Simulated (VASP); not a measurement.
# ScAl3 (Pm-3m) in VASP: notebook

Aim: see how the results for ScAl3 move with the level of theory and the settings. Levels: LDA, PBE, PBEsol. Tasks: density of states, vibrations by perturbation theory, elastic constants.

Program: VASP 6.6.1. These are calculated values, not measurements. Logs are shortened: lines on timing, memory, paths and dates and some standing lists are left out, and cuts for length are marked.

### 1 The cell of the first run

It takes space group Pm-3m (No. 221, cubic). Conventional cell: a = 4.088 Å, b = 4.088 Å, c = 4.088 Å, α = 90.00°, β = 90.00°, γ = 90.00°. Within 3.8 Å of Sc (site symmetry m-3m) lie 12 Al at 2.89 Å. Within 3.8 Å of Al (site symmetry 4/mmm) lie 4 Sc at 2.89 Å and 8 Al at 2.89 Å.

### 2 Density of states, LDA

File POSCAR:

```
ScAl3
1.0
    4.0878065700      0.0000000000      0.0000000000
    0.0000000000      4.0878065700      0.0000000000
    0.0000000000      0.0000000000      4.0878065700
Sc Al
1 3
Direct
    0.0000000000      0.0000000000      0.0000000000
    0.5000000000      0.5000000000      0.0000000000
    0.0000000000      0.5000000000      0.5000000000
    0.5000000000      0.0000000000      0.5000000000
```

File INCAR.step1:

```
SYSTEM = ScAl3
PREC = Accurate ; ENCUT = 520
EDIFF = 1E-6 ; ISMEAR = -1
SIGMA = 0.05 ; LREAL = .FALSE.
LASPH = .TRUE. ; NELM = 80
ALGO = Normal ; ISIF = 2
LWAVE = .FALSE. ; LCHARG = .TRUE.
LMAXMIX = 4 ; NBANDS = 18
```

File KPOINTS.step1:

```
Automatic mesh
0
G
  4 4 4
  0 0 0
```

File INCAR.step2:

```
SYSTEM = ScAl3
PREC = Accurate ; ENCUT = 520
EDIFF = 1E-6 ; ISMEAR = -5
SIGMA = 0.05 ; LREAL = .FALSE.
LASPH = .TRUE. ; NELM = 80
ALGO = Normal ; ISIF = 2
LWAVE = .FALSE. ; LCHARG = .FALSE.
LMAXMIX = 4 ; LORBIT = 11
NBANDS = 18 ; NEDOS = 2001
ICHARG = 11
```

File KPOINTS.step2:

```
Automatic mesh
0
G
  6 6 6
  0 0 0
```

Potentials or basis: VASP PAW LDA potentials, release 64 (Sc_sv, Al).

Launch:

```bash
> cat potpaw_LDA.64/Sc_sv/POTCAR potpaw_LDA.64/Al/POTCAR > POTCAR
> cp INCAR.step1 INCAR
> cp KPOINTS.step1 KPOINTS
> mpirun -np 1 vasp_std > vasp.out
> cp INCAR.step2 INCAR
> cp KPOINTS.step2 KPOINTS
> mpirun -np 1 vasp_std > vasp.out
```

OUTCAR:

```text
SYSTEM = ScAl3
   PREC = Accurate
   ENCUT = 520
   EDIFF = 1E-6
   ISMEAR = -5
   LREAL = .FALSE.
   LASPH = .TRUE.
   NELM = 80
   ISIF = 2
   LORBIT = 11
   ICHARG = 11

 ion  position               nearest neighbor table
   1  0.000  0.000  0.000-   2 2.89   3 2.89   4 2.89   3 2.89   4 2.89   2 2.89   3 2.89   3 2.89
                             2 2.89   4 2.89   4 2.89   2 2.89
   2  0.500  0.500  0.000-   1 2.89   3 2.89   4 2.89   3 2.89   4 2.89   1 2.89   4 2.89   4 2.89
                             1 2.89   3 2.89   3 2.89   1 2.89
   3  0.000  0.500  0.500-   1 2.89   2 2.89   4 2.89   1 2.89   2 2.89   1 2.89   4 2.89   1 2.89
                             2 2.89   4 2.89   2 2.89   4 2.89
   4  0.500  0.000  0.500-   1 2.89   2 2.89   3 2.89   1 2.89   2 2.89   2 2.89   3 2.89   2 2.89
                             1 2.89   3 2.89   1 2.89   3 2.89

  LATTYP: Found a simple cubic cell.
 ALAT       =     4.0878065700

  Lattice vectors:

 A1 = (   4.0878065700,   0.0000000000,   0.0000000000)
 A2 = (   0.0000000000,   4.0878065700,   0.0000000000)
 A3 = (   0.0000000000,   0.0000000000,   4.0878065700)

Analysis of symmetry for initial positions (statically):
=====================================================================
 Subroutine PRICEL returns:
 Original cell was already a primitive cell.

 Routine SETGRP: Setting up the symmetry group for a
 simple cubic supercell.

 Subroutine GETGRP returns: Found 48 space group operations
 (whereof 48 operations were pure point group operations)
 out of a pool of 48 trial point group operations.

The static configuration has the point symmetry O_h .

Analysis of symmetry for dynamics (positions and initial velocities):
=====================================================================
 Subroutine PRICEL returns:
 Original cell was already a primitive cell.

 Routine SETGRP: Setting up the symmetry group for a
 simple cubic supercell.

 Subroutine GETGRP returns: Found 48 space group operations
 (whereof 48 operations were pure point group operations)
 out of a pool of 48 trial point group operations.

The dynamic configuration has the point symmetry O_h .

 Subroutine INISYM returns: Found 48 space group operations
 (whereof 48 operations are pure point group operations),
 and found     1 'primitive' translations

----------------------------------------------------------------------------------------

                                     Primitive cell

  volume of cell :      68.3079

  direct lattice vectors                    reciprocal lattice vectors
     4.087806570  0.000000000  0.000000000     0.244629970  0.000000000  0.000000000
     0.000000000  4.087806570  0.000000000     0.000000000  0.244629970  0.000000000
     0.000000000  0.000000000  4.087806570     0.000000000  0.000000000  0.244629970

  length of vectors
     4.087806570  4.087806570  4.087806570     0.244629970  0.244629970  0.244629970

  position of ions in fractional coordinates (direct lattice)
     0.000000000  0.000000000  0.000000000
     0.500000000  0.500000000  0.000000000
     0.000000000  0.500000000  0.500000000
     0.500000000  0.000000000  0.500000000

  ion indices of the primitive-cell ions
   primitive index   ion index
                 1           1
                 2           2
                 3           3
                 4           4

----------------------------------------------------------------------------------------

 KPOINTS: Automatic mesh

Automatic generation of k-mesh.
 Grid dimensions read from file:
 generate k-points for:    6    6    6

 Generating k-lattice:

  Cartesian coordinates                     Fractional coordinates (reciprocal lattice)
     0.040771662  0.000000000  0.000000000     0.166666667  0.000000000  0.000000000
     0.000000000  0.040771662  0.000000000     0.000000000  0.166666667  0.000000000
     0.000000000  0.000000000  0.040771662     0.000000000  0.000000000  0.166666667

  Length of vectors
     0.040771662  0.040771662  0.040771662

  Shift w.r.t. Gamma in fractional coordinates (k-lattice)
     0.000000000  0.000000000  0.000000000

 TETIRR: Found    104 inequivalent tetrahedra from     1296

 Subroutine IBZKPT returns following result:
 ===========================================

 Found     20 irreducible k-points:

 Following reciprocal coordinates:
            Coordinates               Weight
  0.000000  0.000000  0.000000      1.000000
  0.166667  0.000000  0.000000      6.000000
  0.333333  0.000000  0.000000      6.000000
  0.500000  0.000000  0.000000      3.000000
  0.166667  0.166667  0.000000     12.000000
  0.333333  0.166667  0.000000     24.000000
[... 12 lines left out ...]
  0.500000  0.500000  0.333333      6.000000
  0.500000  0.500000  0.500000      1.000000
   k-points           NKPTS =     20   k-points in BZ     NKDIM =     20   number of bands    NBANDS=     18
   number of dos      NEDOS =   2001   number of ions     NIONS =      4
   total plane-waves  NPLWV =  27000
   dimension x,y,z NGX =    30 NGY =   30 NGZ =   30
   dimension x,y,z NGXF=    60 NGYF=   60 NGZF=   60
   ions per type =               1   3
   NGX,Y,Z   is equivalent  to a cutoff of  12.20, 12.20, 12.20 a.u.
   NGXF,Y,Z  is equivalent  to a cutoff of  24.40, 24.40, 24.40 a.u.
 SYSTEM =  ScAl3
   PREC   = accura    normal or accurate (medium, high low for compatibility)
   ISTART =      0    job   : 0-new  1-cont  2-samecut
   ICHARG =     11    charge: 1-file 2-atom 10-const
   ISPIN  =      1    spin polarized calculation?
   LNONCOLLINEAR =      F non collinear calculations
   LSORBIT =      F    spin-orbit coupling
   LASPH  =      T    aspherical Exc in radial PAW
   ENCUT  =  520.0 eV  38.22 Ry    6.18 a.u.   7.60  7.60  7.60*2*pi/ulx,y,z
   NELM   =     80;   NELMIN=  2; NELMDL=  0     # of ELM steps
   EDIFF  = 0.1E-05   stopping-criterion for ELM
   LREAL  =      F    real-space projection
   EDIFFG = 0.1E-04   stopping-criterion for IOM
   NSW    =      0    number of steps for IOM
   IBRION =     -1    ionic relax: 0-MD 1-quasi-New 2-CG
   NFREE  =      0    steps in history (QN), initial steepest desc. (CG)
   ISIF   =      2    stress and relaxation
   ISYM   =      2    0-nonsym 1-usesym 2-fastsym
   POTIM  = 0.5000    time-step for ionic-motion
   TEBEG  =    0.0;   TEEND  =   0.0 temperature during run
   PSTRESS=    0.0 pullay stress
   NELECT =      20.0000    total number of electrons
   NUPDOWN=      -1.0000    fix difference up-down
   EMIN   =  10.00;   EMAX   =-10.00  energy-range for DOS
   EFERMI =   0.00;   METHOD = LEGACY
   ISMEAR =    -5;   SIGMA  =   0.05  broadening in eV -4-tet -1-fermi 0-gaus
   EFERMI_NEDOS =   21; number of points for ismear=-14 and -15
   IALGO  =     38    algorithm
   IMIX   =      4    mixing-type and parameters
     AMIX     =   0.40;   BMIX     =  1.00
     AMIX_MAG =   1.60;   BMIX_MAG =  1.00
  volume/ion in A,a.u.               =      17.08       115.24
  Fermi-wavevector in a.u.,A,eV,Ry     =   1.087079  2.054282 16.078563  1.181741
  Thomas-Fermi vector in A             =   2.223230
   LORBIT       =     11    0 simple, 1 ext, 2 COOP (PROOUT), +10 PAW based schemes
   GGA     = CA    functional components
   LHFCALC =     F    Hartree Fock is set to
   AEXX    =    0.0000 exact exchange contribution
   IVDW    =     0    specifies the selected vdW correction
   LEPSILON=     F    determine dielectric tensor
   LRPA    =     F    only Hartree local field effects (RPA)
 non-spin polarized calculation
 Fermi weights with tetrahedron method with Bloechl corrections
  energy-cutoff  :      520.00
  volume of cell :       68.31
 maximum number of plane-waves:      1856

 number of electron      19.9999995 magnetization

 Free energy of the ion-electron system (eV)
  ---------------------------------------------------
  ext. energy  EPLUGINS =         0.00000000
  ---------------------------------------------------
  free energy    TOTEN  =       -21.27096586 eV

  energy without entropy =      -21.27096586  energy(sigma->0) =      -21.27096586

 E-fermi :   6.9857     XC(G=0): -10.6075

 val. band max:        6.8395540071   @ k =   0.3333   0.3333   0.0000
 cond. band min:       7.1462044755   @ k =   0.5000   0.3333   0.1667
 fundamental gap:      0.3066504684
 Fermi energy:         6.9856674293

 k-point     1 :       0.0000    0.0000    0.0000
  band No.  band energies     occupation
      1     -41.3294      2.00000
      2     -20.3787      2.00000
      3     -20.3787      2.00000
      4     -20.3787      2.00000
      5      -2.9287      2.00000
      6       4.4155      2.00000
[... 10 lines left out ...]
     17      12.3164      0.00000
     18      12.3164      0.00000

 k-point     2 :       0.1667    0.0000    0.0000
  band No.  band energies     occupation
      1     -41.3291      2.00000
      2     -20.3872      2.00000
      3     -20.3780      2.00000
      4     -20.3780      2.00000
      5      -2.6737      2.00000
      6       2.9145      2.00000
[... 10 lines left out ...]
     17      12.3652      0.00000
     18      12.3676      0.00000

 k-point     3 :       0.3333    0.0000    0.0000
  band No.  band energies     occupation
      1     -41.3284      2.00000
      2     -20.4041      2.00000
      3     -20.3767      2.00000
      4     -20.3767      2.00000
      5      -1.9345      2.00000
      6       1.0410      2.00000
[... 328 lines left out ...]
 k-point    19 :       0.5000    0.5000    0.3333
  band No.  band energies     occupation
      1     -41.3258      2.00000
      2     -20.4044      2.00000
      3     -20.4044      2.00000
      4     -20.3958      2.00000
      5       1.2692      2.00000
      6       1.9676      2.00000
[... 10 lines left out ...]
     17      11.0545      0.00000
     18      15.6468      0.00000

 k-point    20 :       0.5000    0.5000    0.5000
  band No.  band energies     occupation
      1     -41.3255      2.00000
      2     -20.4033      2.00000
      3     -20.4033      2.00000
      4     -20.4033      2.00000
      5       2.2511      2.00000
      6       2.2511      2.00000
[... 10 lines left out ...]
     17      11.0323      0.00000
     18      17.8776      0.00000

------------------------ aborting loop because EDIFF is reached ----------------------------------------

  FORCE on cell =-STRESS in cart. coord.  units (eV):
  Direction    XX          YY          ZZ          XY          YZ          ZX
  --------------------------------------------------------------------------------------
  -------------------------------------------------------------------------------------
  Total       -1.5403159     -1.5403159     -1.5403159     -0.0000000      0.0000000     -0.0000000
  in kB      -36.1284521    -36.1284521    -36.1284521     -0.0000000      0.0000000     -0.0000000
  external PRESSURE =     -36.1284521 kB  Pullay stress =       0.0000000 kB

 VOLUME and BASIS-vectors are now :
 -----------------------------------------------------------------------------
  energy-cutoff  :      520.00
  volume of cell :       68.31
      direct lattice vectors                 reciprocal lattice vectors
     4.087806570  0.000000000  0.000000000     0.244629970  0.000000000  0.000000000
     0.000000000  4.087806570  0.000000000     0.000000000  0.244629970  0.000000000
     0.000000000  0.000000000  4.087806570     0.000000000  0.000000000  0.244629970

 POSITION                                       TOTAL-FORCE (eV/Angst)
 -----------------------------------------------------------------------------------
      0.00000      0.00000      0.00000         0.000000      0.000000      0.000000
      2.04390      2.04390      0.00000         0.000000      0.000000      0.000000
      0.00000      2.04390      2.04390         0.000000      0.000000      0.000000
      2.04390      0.00000      2.04390         0.000000      0.000000      0.000000
 -----------------------------------------------------------------------------------
    total drift:                                0.000000     -0.000000      0.000000

  FREE ENERGIE OF THE ION-ELECTRON SYSTEM (eV)
  ---------------------------------------------------
  free  energy   TOTEN  =       -21.2709658590 eV

  energy  without entropy=      -21.2709658590  energy(sigma->0) =      -21.27096586

 total charge

# of ion       s       p       d       tot
------------------------------------------
    1        2.191   6.141   1.327   9.659
    2        0.427   0.386   0.000   0.813
    3        0.427   0.386   0.000   0.813
    4        0.427   0.386   0.000   0.813
--------------------------------------------------
tot          3.472   7.299   1.327  12.098
```

Wall time 17 s (1 thread of AMD EPYC 7R13 (Zen 3), shared host); peak memory 0.12 GiB.

What came out:

- Valence electrons inside the program's atomic spheres: Sc 9.66; Al 0.81

Caveat: the k points lie up to 0.38 Å⁻¹ apart; tetrahedron occupations give inexact forces and stress in metals.

### 3 Density of states, PBE

POSCAR is that of step 2.

File INCAR.step1:

```
PREC     = Accurate       # precision mode
ENCUT    = 520            # plane-wave cutoff, eV
EDIFF    = 1E-6           # SCF threshold, eV
ISMEAR   = -1             # smearing method
SIGMA    = 0.05           # smearing width, eV
LREAL    = F              # projectors in reciprocal space
LASPH    = T              # aspherical terms in the spheres
NELM     = 80             # most SCF steps
ALGO     = Fast           # electronic algorithm
ISIF     = 2              # what is computed and relaxed
LWAVE    = F              # write WAVECAR
LCHARG   = T              # write CHGCAR
LMAXMIX  = 4              # l up to which the mixer works
GGA      = PE             # functional
NBANDS   = 18             # bands
```

File KPOINTS.step1:

```
regular mesh
0
Gamma
  4 4 4
```

File INCAR.step2:

```
PREC     = Accurate       # precision mode
ENCUT    = 520            # plane-wave cutoff, eV
EDIFF    = 1E-6           # SCF threshold, eV
ISMEAR   = -5             # smearing method
SIGMA    = 0.05           # smearing width, eV
LREAL    = F              # projectors in reciprocal space
LASPH    = T              # aspherical terms in the spheres
NELM     = 80             # most SCF steps
ALGO     = Fast           # electronic algorithm
ISIF     = 2              # what is computed and relaxed
LWAVE    = F              # write WAVECAR
LCHARG   = F              # write CHGCAR
LMAXMIX  = 4              # l up to which the mixer works
GGA      = PE             # functional
LORBIT   = 11             # projections on sites
NEDOS    = 2001           # points of the DOS
ICHARG   = 11             # starting density
```

File KPOINTS.step2:

```
regular mesh
0
Gamma
  6 6 6
```

Potentials or basis: VASP PAW PBE potentials, release 64 (Sc_sv, Al).

Launch:

```bash
> cat potpaw_PBE.64/Sc_sv/POTCAR potpaw_PBE.64/Al/POTCAR > POTCAR
> cp INCAR.step1 INCAR
> cp KPOINTS.step1 KPOINTS
> mpirun -np 1 vasp_std > vasp.out
> cp INCAR.step2 INCAR
> cp KPOINTS.step2 KPOINTS
> mpirun -np 1 vasp_std > vasp.out
```

Wall time 23 s (1 thread of AMD EPYC 7R13 (Zen 3), shared host); peak memory 0.13 GiB.

The run converged. Its results:

```
Valence electrons inside the program's atomic spheres : Sc 9.62; Al 0.80
```

Levels at points of the mesh, in eV from the Fermi level:
| k point | band 6 | band 7 | band 8 | band 9 | band 10 | band 11 | band 12 | band 13 | band 14 |
| --- | --- | --- | --- | --- | --- | --- | --- | --- | --- |
| (0.00, 0.00, 0.00) | -2.56 | -2.56 | -1.75 | -1.75 | -1.75 | 1.33 | 1.36 | 1.36 | 1.36 |
| (0.50, 0.00, 0.00) | -7.27 | -1.65 | -1.65 | -1.42 | 0.93 | 1.06 | 1.06 | 1.43 | 1.70 |
| (0.50, 0.50, 0.00) | -5.57 | -5.57 | -4.30 | -0.48 | -0.48 | 1.27 | 1.44 | 2.15 | 2.57 |
| (0.50, 0.50, 0.50) | -4.74 | -4.74 | -4.40 | -2.90 | -2.90 | -2.90 | 1.02 | 2.68 | 2.68 |

Caveat: the k points lie up to 0.38 Å⁻¹ apart; tetrahedron occupations give inexact forces and stress in metals.

(Part 1 of 2 ends here.)
